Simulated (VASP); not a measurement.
Set up this calculation in VASP 6.6.1, as the native input.

| Property | Result |
| --- | --- |
| Task | single point |
| Functional | PBE |
| Potentials or basis | VASP PAW PBE potentials, release 64 (Ti_sv, O) |
| Cutoff | 520 eV |
| k mesh | 6 × 6 × 8 |
| Occupations | fermi-dirac, width 0.02 eV |
| Spin | no spin polarisation |
| Dipole correction | no |
| Further INCAR settings | ALGO = Normal; EDIFF = 1e-07; NBANDS = 33 |

The structure of TiO2 lies in POSCAR:

```
TiO2
1.0
    4.7807276338      0.0000000000      0.0000000000
    0.0000000000      4.7807276338      0.0000000000
    0.0000000000      0.0000000000      3.0716309173
Ti O
2 4
Direct
    0.0000000000      0.0000000000      0.0000000000
    0.5000000000      0.5000000000      0.5000000000
    0.3102106028      0.3102106028      0.0000000000
    0.1897893972      0.8102106028      0.5000000000
    0.8102106028      0.1897893972      0.5000000000
    0.6897893972      0.6897893972      0.0000000000
```

This cell differs from its parent crystal: strain +4.0%.

One way to write it, as run:

INCAR

```
SYSTEM = TiO2
  PREC = Accurate
  ENCUT = 520
  EDIFF = 1E-7
  ISMEAR = -1
  SIGMA = 0.02
  LREAL = .False.
  LASPH = .True.
  NELM = 80
  ALGO = Normal
  ISIF = 2
  LWAVE = .False.
  LCHARG = .False.
  GGA = PE
  NBANDS = 33
```

KPOINTS

```
Automatic mesh
0
Gamma
  6 6 8
  0 0 0
```

Potentials or basis: VASP PAW PBE potentials, release 64 (Ti_sv, O).

The run is started by

```bash
$ cat potpaw_PBE.64/Ti_sv/POTCAR potpaw_PBE.64/O/POTCAR > POTCAR
$ mpirun -np 1 vasp_std > vasp.out
```

It gave:

```yaml
Pressure: -15.6 GPa
Largest_force: 0.083 eV/Å
Band_gap_on_the_k_mesh: 1.77 eV, indirect (least direct gap 1.78 eV)
```

Caveat: the cell differs from its parent crystal (strain +4.0%).

It took 92 s on 1 thread of AMD EPYC 9R45 96-Core Processor (Zen 5) (shared host), peak memory 0.2 GiB.
